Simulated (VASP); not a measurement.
Runs of VASP 6.6.1 on C. The structure is that of space group Fd-3m (No. 227), or close to it. The cells are those of the table. 

| task | level | potentials or basis | cell | cutoff (eV) | smearing | ions in elastic constants | gap on the mesh (eV) | pressure (GPa) |
| --- | --- | --- | --- | --- | --- | --- | --- | --- |
| single point | PBE | VASP PAW PBE potentials, release 64 (C) | a = 2.645 Å, angles 60.0°, 2 atoms | 600 | gaussian 0.02 eV | - | 3.84 | -46.4 |
| single point | PBE | VASP PAW PBE potentials, release 64 (C) | a = 2.525 Å, angles 60.0°, 2 atoms | 520 | gaussian 0.05 eV | - | 4.14 | 0.7 |
| single point | PBE | VASP PAW PBE potentials, release 64 (C) | a = 2.591 Å, angles 60.0°, 2 atoms | 600 | gaussian 0.02 eV | - | 3.97 | (b) |
| single point | LDA | VASP PAW LDA potentials, release 64 (C) | a = 2.439 Å, angles 60.0°, 2 atoms | 520 | gaussian 0.02 eV | - | 4.38 | (a) |
| single point | PBE | VASP PAW PBE potentials, release 64 (C) | a = 2.525 Å, angles 60.0°, 2 atoms | 520 | gaussian 0.02 eV | - | 4.14 | 0.7 |

Alike in all rows: no spin polarisation; k mesh 12 × 12 × 12.

Question: Fill in the values left out.

Answer: (a) 39.5; (b) -28.9.

A k mesh can miss the band edges.
